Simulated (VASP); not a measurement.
Ge:

```
CELL_PARAMETERS angstrom
2.83571 0.00000 0.00000
-1.41786 2.45580 0.00000
0.00000 0.00000 2.82417
ATOMIC_POSITIONS crystal
Ge 0.00000 0.00000 0.50000
```

| Property | Result |
| --- | --- |
| Program | VASP 6.6.1 |
| Task | relaxation of cell and atoms |
| Functional | PBE |
| Potentials or basis | VASP PAW PBE potentials, release 64 (Ge_d) |
| Cutoff | 600 eV |
| k mesh | 9 × 9 × 6 |
| Occupations | gaussian, width 0.1 eV |
| Spin | no spin polarisation |

At the start: pressure -1.0 GPa; volume 19.67 Å³/atom.

**Question.** How do energy, volume and symmetry change on relaxing?

**Answer.** Over 5 steps the energy falls by 32.7 meV/atom and the volume is 19.02 Å³/atom (-3.3 %); space group P6/mmm (No. 191, to 0.05 Å).

The path:
| step | energy change (eV) | largest force (eV/Å) | pressure (GPa) | volume (Å³) |
| --- | --- | --- | --- | --- |
| 1 | 0.0000 | 0.0000 | -1.00 | 19.67 |
| 2 | -0.0323 | 0.0000 | -0.48 | 19.29 |
| 3 | -0.0324 | 0.0000 | -0.70 | 19.28 |
| 4 | -0.0324 | 0.0000 | -0.69 | 19.27 |
| 5 | -0.0327 | 0.0000 | 0.17 | 19.02 |

Final structure:
```
Ge
1.0
     2.86689    0.00000    0.00000
    -1.43344    2.48280    0.00000
     0.00000    0.00000    2.67260
Ge
1
Cartesian
  2.8669 0.0000 1.3363
```

Caveat: the k points lie up to 0.39 Å⁻¹ apart in the final cell.
